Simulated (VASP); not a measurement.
# HgTe (I-4m2) in VASP: further runs

HgTe is run at these levels: r2SCAN+D3(BJ); tasks: single point.

Everything below comes from runs of VASP 6.6.1. Logs are shortened: lines on timing, memory, paths and dates and some standing lists are left out, and cuts for length are marked.

## 1. The cell of the first run

It takes space group I-4m2 (No. 119, tetragonal). Conventional cell: a = 6.009 Å, b = 6.009 Å, c = 3.077 Å, α = 90.00°, β = 90.00°, γ = 90.00°. Hg (site symmetry -4m2) has 2 Hg at 3.08 Å and 8 Te at 3.10 to 3.79 Å within 4.0 Å. Within 4.0 Å of Te (site symmetry -4m2) lie 2 Te at 3.08 Å and 8 Hg at 3.10 to 3.79 Å.

## 2. Single point, r2SCAN+D3(BJ)

Input file POSCAR:

```
HgTe
1.0
   -3.0044411569      3.0044411569      1.5383343083
    3.0044411569     -3.0044411569      1.5383343083
    3.0044411569      3.0044411569     -1.5383343083
Hg Te
1 1
Direct
    0.2500000000      0.7500000000      0.5000000000
    0.0000000000      0.0000000000      0.0000000000
```

Input file INCAR.step1:

```
PREC = Accurate ; ENCUT = 520
ISMEAR = -1 ; SIGMA = 0.05
LREAL = False ; LASPH = True
NELM = 80 ; NBANDS = 16
GGA = PE ; ALGO = Normal
EDIFF = 1E-4 ; LWAVE = True
LCHARG = False
```

Input file INCAR.step2:

```
PREC = Accurate ; ENCUT = 520
EDIFF = 1E-6 ; ISMEAR = -1
SIGMA = 0.05 ; LREAL = False
LASPH = True ; NELM = 80
ALGO = Normal ; ISIF = 2
LWAVE = False ; LCHARG = True
METAGGA = R2SCAN ; LMIXTAU = True
IVDW = 12 ; LELF = True
LVHAR = True ; VDW_S6 = 1.0
VDW_S8 = 0.78981345 ; VDW_A1 = 0.49484001
VDW_A2 = 5.73083694 ; NBANDS = 16
ISTART = 1
```

Input file KPOINTS:

```
Automatic mesh
0
Gamma
  8 8 8
```

Potentials or basis: VASP PAW PBE potentials, release 64 (Hg, Te).

On the command line:

```sh
$ cat potpaw_PBE.64/Hg/POTCAR potpaw_PBE.64/Te/POTCAR > POTCAR
$ cp INCAR.step1 INCAR
$ mpirun -np 1 vasp_std > vasp.out
$ cp INCAR.step2 INCAR
$ mpirun -np 1 vasp_std > vasp.out
```

OUTCAR:

```text
PREC = Accurate
   ENCUT = 520
   EDIFF = 1E-6
   ISMEAR = -1
   LREAL = False
   LASPH = True
   NELM = 80
   ISIF = 2
   METAGGA = R2SCAN
   IVDW = 12
   ISTART = 1
 IVDW          = 12

 ion  position               nearest neighbor table
   1  0.250  0.750  0.500-   2 3.10   2 3.10   2 3.10   2 3.10
   2  0.000  0.000  0.000-   1 3.10   1 3.10   1 3.10   1 3.10

  LATTYP: Found a body centered tetragonal cell.
 ALAT       =     6.0088823138
 C/A-ratio  =     0.5120201155

  Lattice vectors:

 A1 = (  -3.0044411569,   3.0044411569,   1.5383343083)
 A2 = (   3.0044411569,  -3.0044411569,   1.5383343083)
 A3 = (   3.0044411569,   3.0044411569,  -1.5383343083)

Analysis of symmetry for initial positions (statically):
=====================================================================
 Subroutine PRICEL returns:
 Original cell was already a primitive cell.

 Routine SETGRP: Setting up the symmetry group for a
 body centered tetragonal supercell.

 Subroutine GETGRP returns: Found  8 space group operations
 (whereof  8 operations were pure point group operations)
 out of a pool of 16 trial point group operations.

The static configuration has the point symmetry D_2d.

Analysis of symmetry for dynamics (positions and initial velocities):
=====================================================================
 Subroutine PRICEL returns:
 Original cell was already a primitive cell.

 Routine SETGRP: Setting up the symmetry group for a
 body centered tetragonal supercell.

 Subroutine GETGRP returns: Found  8 space group operations
 (whereof  8 operations were pure point group operations)
 out of a pool of 16 trial point group operations.

The dynamic configuration has the point symmetry D_2d.

 Subroutine INISYM returns: Found  8 space group operations
 (whereof  8 operations are pure point group operations),
 and found     1 'primitive' translations

----------------------------------------------------------------------------------------

                                     Primitive cell

  volume of cell :      55.5441

  direct lattice vectors                    reciprocal lattice vectors
    -3.004441157  3.004441157  1.538334308     0.000000000  0.166420300  0.325026880
     3.004441157 -3.004441157  1.538334308     0.166420300  0.000000000  0.325026880
     3.004441157  3.004441157 -1.538334308     0.166420300  0.166420300  0.000000000

  length of vectors
     4.518827920  4.518827920  4.518827920     0.365155020  0.365155020  0.235353846

  position of ions in fractional coordinates (direct lattice)
     0.250000000  0.750000000  0.500000000
     0.000000000  0.000000000  0.000000000

  ion indices of the primitive-cell ions
   primitive index   ion index
                 1           1
                 2           2

----------------------------------------------------------------------------------------

 KPOINTS: Automatic mesh

Automatic generation of k-mesh.
 Grid dimensions read from file:
 generate k-points for:    8    8    8

 Generating k-lattice:

  Cartesian coordinates                     Fractional coordinates (reciprocal lattice)
     0.000000000  0.020802538  0.040628360     0.125000000  0.000000000  0.000000000
     0.020802538  0.000000000  0.040628360     0.000000000  0.125000000  0.000000000
     0.020802538  0.020802538  0.000000000     0.000000000  0.000000000  0.125000000

  Length of vectors
     0.045644378  0.045644378  0.029419231

  Shift w.r.t. Gamma in fractional coordinates (k-lattice)
     0.000000000  0.000000000  0.000000000

 Subroutine IBZKPT returns following result:
 ===========================================

 Found     59 irreducible k-points:

 Following reciprocal coordinates:
            Coordinates               Weight
  0.000000  0.000000  0.000000      1.000000
  0.125000  0.000000  0.000000      8.000000
  0.250000  0.000000  0.000000      8.000000
  0.375000  0.000000  0.000000      8.000000
  0.500000  0.000000  0.000000      4.000000
  0.125000  0.125000  0.000000      8.000000
[... 16 lines left out ...]
  0.250000  0.125000  0.125000     16.000000
  0.375000  0.125000  0.125000      8.000000
 [... further k-points ...]
   k-points           NKPTS =     59   k-points in BZ     NKDIM =     59   number of bands    NBANDS=     16
   number of dos      NEDOS =    301   number of ions     NIONS =      2
   total plane-waves  NPLWV =  46656
   dimension x,y,z NGX =    36 NGY =   36 NGZ =   36
   dimension x,y,z NGXF=    72 NGYF=   72 NGZF=   72
   ions per type =               1   1
   NGX,Y,Z   is equivalent  to a cutoff of  13.24, 13.24, 13.24 a.u.
   NGXF,Y,Z  is equivalent  to a cutoff of  26.49, 26.49, 26.49 a.u.
 SYSTEM =  unknown system
   PREC   = accura    normal or accurate (medium, high low for compatibility)
   ISTART =      1    job   : 0-new  1-cont  2-samecut
   ICHARG =      0    charge: 1-file 2-atom 10-const
   ISPIN  =      1    spin polarized calculation?
   LNONCOLLINEAR =      F non collinear calculations
   LSORBIT =      F    spin-orbit coupling
   LASPH  =      T    aspherical Exc in radial PAW
   ENCUT  =  520.0 eV  38.22 Ry    6.18 a.u.   8.40  8.40  8.40*2*pi/ulx,y,z
   NELM   =     80;   NELMIN=  2; NELMDL=  0     # of ELM steps
   EDIFF  = 0.1E-05   stopping-criterion for ELM
   LREAL  =      F    real-space projection
   EDIFFG = 0.1E-04   stopping-criterion for IOM
   NSW    =      0    number of steps for IOM
   IBRION =     -1    ionic relax: 0-MD 1-quasi-New 2-CG
   NFREE  =      0    steps in history (QN), initial steepest desc. (CG)
   ISIF   =      2    stress and relaxation
   ISYM   =      2    0-nonsym 1-usesym 2-fastsym
   POTIM  = 0.5000    time-step for ionic-motion
   TEBEG  =    0.0;   TEEND  =   0.0 temperature during run
   PSTRESS=    0.0 pullay stress
   NELECT =      18.0000    total number of electrons
   NUPDOWN=      -1.0000    fix difference up-down
   EMIN   =  10.00;   EMAX   =-10.00  energy-range for DOS
   EFERMI =   0.00;   METHOD = LEGACY
   ISMEAR =    -1;   SIGMA  =   0.05  broadening in eV -4-tet -1-fermi 0-gaus
   EFERMI_NEDOS =   21; number of points for ismear=-14 and -15
   IALGO  =     38    algorithm
   IMIX   =      4    mixing-type and parameters
     AMIX     =   0.40;   BMIX     =  1.00
     AMIX_MAG =   1.60;   BMIX_MAG =  1.00
  volume/ion in A,a.u.               =      27.77       187.42
  Fermi-wavevector in a.u.,A,eV,Ry     =   1.124483  2.124965 17.204055  1.264462
  Thomas-Fermi vector in A             =   2.261155
   LORBIT       =      0    0 simple, 1 ext, 2 COOP (PROOUT), +10 PAW based schemes
   METAGGA = R2SCAN    functional components
   LHFCALC =     F    Hartree Fock is set to
   AEXX    =    0.0000 exact exchange contribution
   IVDW    =    12    specifies the selected vdW correction
   LEPSILON=     F    determine dielectric tensor
   LRPA    =     F    only Hartree local field effects (RPA)
 non-spin polarized calculation
  energy-cutoff  :      520.00
  volume of cell :       55.54
 maximum number of plane-waves:      1525
 NGX is ok and might be reduce to    36
   NGX = 17   NGY = 17   NGZ = 17

 number of electron      17.9999999 magnetization

 Free energy of the ion-electron system (eV)
  ---------------------------------------------------
  ext. energy  EPLUGINS =         0.00000000
  ---------------------------------------------------
  free energy    TOTEN  =       -74.80381427 eV

  energy without entropy =      -74.79935804  energy(sigma->0) =      -74.80158616

 E-fermi :   4.8359     XC(G=0): -10.5600

 val. band max:        4.8288333154   @ k =  -0.2500   0.5000   0.1250
 cond. band min:       4.8465683306   @ k =   0.2500   0.0000   0.0000
 fundamental gap:      0.0177350151
 Fermi energy:         4.8359028687

 k-point     1 :       0.0000    0.0000    0.0000
  band No.  band energies     occupation
      1      -8.5025      2.00000
      2      -3.2123      2.00000
      3      -2.4345      2.00000
      4      -2.3588      2.00000
      5      -1.8933      2.00000
      6      -1.8933      2.00000
[... 8 lines left out ...]
     15      15.3967      0.00000
     16      17.0028      0.00000

 k-point     2 :       0.1250    0.0000    0.0000
  band No.  band energies     occupation
      1      -8.2276      2.00000
      2      -2.9618      2.00000
      3      -2.4013      2.00000
      4      -2.3830      2.00000
      5      -2.0312      2.00000
      6      -2.0254      2.00000
[... 8 lines left out ...]
     15      15.4167      0.00000
     16      15.4844      0.00000

 k-point     3 :       0.2500    0.0000    0.0000
  band No.  band energies     occupation
      1      -7.4459      2.00000
      2      -2.4662      2.00000
      3      -2.4089      2.00000
      4      -2.3283      2.00000
      5      -2.2714      2.00000
      6      -2.2408      2.00000
[... 8 lines left out ...]
     15      14.0120      0.00000
     16      15.0718      0.00000

 k-point     4 :       0.3750    0.0000    0.0000
  band No.  band energies     occupation
      1      -6.3574      2.00000
      2      -2.6572      2.00000
      3      -2.5539      2.00000
      4      -2.3824      2.00000
      5      -2.1704      2.00000
      6      -1.8412      2.00000
[... 8 lines left out ...]
     15      13.1545      0.00000
     16      16.7149      0.00000
[... 324 lines left out ...]
 k-point    22 :       0.1250    0.1250    0.1250
  band No.  band energies     occupation
      1      -7.3321      2.00000
      2      -2.5206      2.00000
      3      -2.4277      2.00000
      4      -2.3280      2.00000
      5      -2.2940      2.00000
      6      -2.1876      2.00000
[... 8 lines left out ...]
     15      13.7626      0.00000
     16      14.6475      0.00000

 k-point    23 :       0.2500    0.1250    0.1250
  band No.  band energies     occupation
      1      -6.2807      2.00000
      2      -2.6753      2.00000
      3      -2.5271      2.00000
      4      -2.3726      2.00000
      5      -2.1765      2.00000
      6      -1.8958      2.00000
[... 8 lines left out ...]
     15      13.5157      0.00000
     16      15.0549      0.00000

 k-point    24 :       0.3750    0.1250    0.1250
  band No.  band energies     occupation
      1      -5.6509      2.00000
      2      -2.8089      2.00000
      3      -2.5459      2.00000
      4      -2.2920      2.00000
      5      -2.1489      2.00000
      6      -1.8750      2.00000
[... 8 lines left out ...]
     15      14.0635      0.00000
     16      14.9130      0.00000

 [... further k-points ...]

------------------------ aborting loop because EDIFF is reached ----------------------------------------

 Edisp (eV)   -0.42069

 E8    (eV) :    -0.1508

  FORCE on cell =-STRESS in cart. coord.  units (eV):
  Direction    XX          YY          ZZ          XY          YZ          ZX
  --------------------------------------------------------------------------------------
  -------------------------------------------------------------------------------------
  Total      -0.41863    -0.41863     0.13893     0.00000     0.00000     0.00000
  in kB     -12.07534   -12.07534     4.00744     0.00000     0.00000     0.00000
  external pressure =       -6.71 kB  Pullay stress =        0.00 kB

 VOLUME and BASIS-vectors are now :
 -----------------------------------------------------------------------------
  energy-cutoff  :      520.00
  volume of cell :       55.54
      direct lattice vectors                 reciprocal lattice vectors
    -3.004441157  3.004441157  1.538334308     0.000000000  0.166420300  0.325026880
     3.004441157 -3.004441157  1.538334308     0.166420300  0.000000000  0.325026880
     3.004441157  3.004441157 -1.538334308     0.166420300  0.166420300  0.000000000

 POSITION                                       TOTAL-FORCE (eV/Angst)
 -----------------------------------------------------------------------------------
      3.00444      0.00000      0.76917         0.000000     -0.000000      0.000000
      0.00000      0.00000      0.00000        -0.000000      0.000000     -0.000000
 -----------------------------------------------------------------------------------
    total drift:                                0.000000     -0.000000      0.000000

  FREE ENERGIE OF THE ION-ELECTRON SYSTEM (eV)
  ---------------------------------------------------
  free  energy   TOTEN  =       -75.2245046087 eV

  energy  without entropy=      -75.2200483807  energy(sigma->0) =      -75.22227649
```

Run time: 2.9 min. Hardware: 1 thread of Intel Xeon Platinum 8259CL at 2.50GHz (Skylake/Cascade Lake), shared host; peak memory 0.25 GiB.

What came out:

| Property | Result |
| --- | --- |
| Free energy | -75.2245 eV |
| Pressure | -0.7 GPa |
| Band gap on the k mesh | zero (band 9 reaches 6.45 eV, above the bottom of band 10 at 3.16 eV) |
| Dispersion energy per atom | -0.210 eV |

Stress tensor (GPa, compression positive):
```
-1.21  0.00  0.00
 0.00 -1.21  0.00
 0.00  0.00  0.40
```

Levels at points of the mesh, in eV from the Fermi level:
| k point | band 6 | band 7 | band 8 | band 9 | band 10 | band 11 | band 12 | band 13 |
| --- | --- | --- | --- | --- | --- | --- | --- | --- |
| (0.00, 0.00, 0.00) | -6.73 | -3.51 | -2.83 | -2.83 | 3.78 | 4.84 | 7.39 | 7.39 |
| (0.50, 0.00, 0.00) | -6.73 | -5.06 | -2.20 | -1.37 | -0.11 | 3.46 | 3.98 | 6.25 |
| (0.50, 0.50, 0.00) | -6.67 | -6.60 | -1.12 | 1.61 | 2.19 | 3.00 | 3.67 | 9.26 |
| (0.50, 0.50, 0.50) | -6.60 | -4.83 | -4.83 | -4.70 | 3.40 | 7.68 | 8.78 | 8.78 |

Caveat: three body term missing; the PAW data sets were made with another functional, which shifts forces and pressure a little; spin-orbit coupling is left out, which moves the levels of the heavy elements; pairwise dispersion overbinds metals, which lowers pressure and volume.

## 3. Single point, r2SCAN+D3(BJ)

This run uses another cell than the first one, of 28.93 Å³/atom, 1.042 times its volume.

Input file POSCAR:

```
HgTe
1.0
   -3.0456030000      3.0456030000      1.5594100000
    3.0456030000     -3.0456030000      1.5594100000
    3.0456030000      3.0456030000     -1.5594100000
Hg Te
1 1
Direct
    0.2500000000      0.7500000000      0.5000000000
    0.0000000000      0.0000000000      0.0000000000
```

Input file INCAR.step1:

```
  PREC = Accurate
  ENCUT = 520
  ISMEAR = -1
  SIGMA = 0.05
  LREAL = F
  LASPH = T
  NELM = 60
  NBANDS = 16
  GGA = PE
  ALGO = Normal
  EDIFF = 1E-4
  LWAVE = T
  LCHARG = F
```

Input file INCAR.step2:

```
  PREC = Accurate
  ENCUT = 520
  EDIFF = 1E-6
  ISMEAR = -1
  SIGMA = 0.05
  LREAL = F
  LASPH = T
  NELM = 60
  ALGO = Normal
  ISIF = 2
  LWAVE = F
  LCHARG = T
  METAGGA = R2SCAN
  LMIXTAU = T
  IVDW = 12
  VDW_S6 = 1.0
  VDW_S8 = 0.78981345
  VDW_A1 = 0.49484001
  VDW_A2 = 5.73083694
  LELF = T
  LVHAR = T
  NBANDS = 16
  ISTART = 1
```

Input file KPOINTS:

```
regular mesh
0
Gamma
  8 8 8
```

Potentials or basis: VASP PAW PBE potentials, release 64 (Hg, Te).

On the command line:

```sh
$ cat potpaw_PBE.64/Hg/POTCAR potpaw_PBE.64/Te/POTCAR > POTCAR
$ cp INCAR.step1 INCAR
$ mpirun -np 1 vasp_std > vasp.out
$ cp INCAR.step2 INCAR
$ mpirun -np 1 vasp_std > vasp.out
```

Wall time 3.1 min (1 thread of Intel Xeon Platinum 8259CL at 2.50GHz (Skylake/Cascade Lake), shared host); peak memory 0.25 GiB.

The run converged. Its results:

| Property | Result |
| --- | --- |
| Free energy | -75.2017 eV |
| Pressure | -2.5 GPa |
| Band gap on the k mesh | zero (band 9 reaches 5.86 eV, above the bottom of band 10 at 2.77 eV) |
| Dispersion energy per atom | -0.202 eV |

Stress tensor (GPa, compression positive):
```
-2.82  0.00  0.00
 0.00 -2.82  0.00
 0.00  0.00 -1.83
```

Levels at points of the mesh, in eV from the Fermi level:
```
           k point  band 7  band 8  band 9  band 10  band 11  band 12
(0.00, 0.00, 0.00)   -3.48   -2.67   -2.67     3.58     4.90     7.28
(0.50, 0.00, 0.00)   -4.89   -2.14   -1.29    -0.05     3.37     4.07
(0.50, 0.50, 0.00)   -6.41   -1.11    1.48     2.26     2.97     3.62
(0.50, 0.50, 0.50)   -4.55   -4.55   -4.53     3.23     7.64     8.51
```

Caveat: three body term missing; the PAW data sets were made with another functional, which shifts forces and pressure a little; spin-orbit coupling is left out, which moves the levels of the heavy elements; pairwise dispersion overbinds metals, which lowers pressure and volume.

[end of part 1 of 3]
